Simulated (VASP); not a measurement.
Set up this calculation in VASP 6.6.1, as the native input.

```yaml
Task: single point
Functional: PBE
Potentials_or_basis: VASP PAW PBE potentials, release 64 (Ti_sv, H)
Cutoff: 500 eV
k_mesh: 4 × 4 × 4
Occupations: gaussian, width 0.2 eV
Spin: no spin polarisation
Dipole_correction: no
Further_INCAR_settings: ALGO = Normal; EDIFF = 1e-06; NBANDS = 18
```

The structure of TiH5 lies in POSCAR:

```
TiH5
1.0
    3.8034298001      0.0000000000      0.0000000000
    0.0000000000      3.8034298001      0.0000000000
    0.0000000000      0.0000000000      3.3529428730
Ti H
1 5
Direct
    0.0000000000      0.0000000000      0.5000000000
    0.3824965404      0.0000000000      0.0000000000
    0.6175034596      0.0000000000      0.0000000000
    0.0000000000      0.3824965404      0.0000000000
    0.0000000000      0.6175034596      0.0000000000
    0.0000000000      0.0000000000      0.0000000000
```

The cell was built from a structure type or drawn by symmetry, and may not be a known phase.

The input as run:

INCAR

```
  PREC = Accurate
  ENCUT = 500
  EDIFF = 1E-6
  ISMEAR = 0
  SIGMA = 0.2
  LREAL = False
  LASPH = True
  NELM = 120
  ALGO = Normal
  ISIF = 2
  LWAVE = False
  LCHARG = False
  GGA = PE
  NBANDS = 18
  GGA_COMPAT = False
```

KPOINTS

```
Automatic mesh
0
Gamma
  4 4 4
```

Potentials or basis: VASP PAW PBE potentials, release 64 (Ti_sv, H).

Run with:

```sh
$ cat potpaw_PBE.64/Ti_sv/POTCAR potpaw_PBE.64/H/POTCAR > POTCAR
$ mpirun -np 1 vasp_std > vasp.out
```

It gave:

```json
{"Pressure": "-0.1 GPa", "Largest force": "0.024 eV/Å", "Band gap on the k mesh": "zero (an odd number of electrons rules out a gap without spin polarisation)"}
```

Caveat: the k points lie up to 0.47 Å⁻¹ apart, too coarse for converged energies and pressures of a metal.

Wall time 30 s on 1 thread of Intel Xeon 8259CL, with other jobs on the host, peak memory 0.15 GiB.
